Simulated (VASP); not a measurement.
HBr: single point with LDA

Crystal: HBr.

```
CELL_PARAMETERS angstrom
0.00000 3.40698 3.42303
1.67089 0.00000 3.42303
1.67089 3.40698 0.00000
ATOMIC_POSITIONS crystal
H 0.00000 0.00000 0.00000
Br 0.50000 0.50000 0.50000
```

```
Program                : VASP 6.6.1
Task                   : single point
Functional             : LDA
Potentials or basis    : VASP PAW LDA potentials, release 64 (H, Br)
Cutoff                 : 520 eV
k mesh                 : 6 × 6 × 6
Occupations            : gaussian, width 0.1 eV
Spin                   : no spin polarisation
Dipole correction      : no
Further INCAR settings : ALGO = Normal; EDIFF = 1e-06; NBANDS = 11
```

```json
{
  "Pressure": "0.1 GPa",
  "Band gap on the k mesh": "0.70 eV (least direct gap 1.09 eV)"
}
```

Stress tensor (GPa, compression positive):
```
0.04 0.00 0.00
0.00 0.21 0.00
0.00 0.00 0.12
```

Levels at points of the mesh, in eV from the valence-band top:
```tsv
k point	band 1	band 2	band 3	band 4	band 5	band 6	band 7	band 8	band 9
(0.00, 0.00, 0.00)	-14.99	-0.68	-0.29	-0.26	1.43	5.72	9.46	14.14	14.18
(0.50, 0.00, 0.00)	-13.39	-7.63	-0.79	-0.61	6.50	7.76	12.10	12.71	13.38
(0.50, 0.50, 0.00)	-14.66	-2.96	-0.94	0.00	1.09	8.96	10.83	13.02	13.05
(0.50, 0.00, 0.50)	-14.65	-2.97	-0.95	-0.02	1.07	8.94	10.84	12.96	13.03
(0.00, 0.50, 0.50)	-14.35	-2.30	-2.27	-1.24	0.70	6.30	14.44	14.51	17.56
```

Run time: 9.3 s on 1 thread of AMD EPYC 9R45 96-Core Processor (Zen 5), with other jobs on the host, peak memory 0.13 GiB.

A k mesh can miss the band edges. Expect the measured gap to be larger: semilocal functionals such as LDA lack the derivative discontinuity.
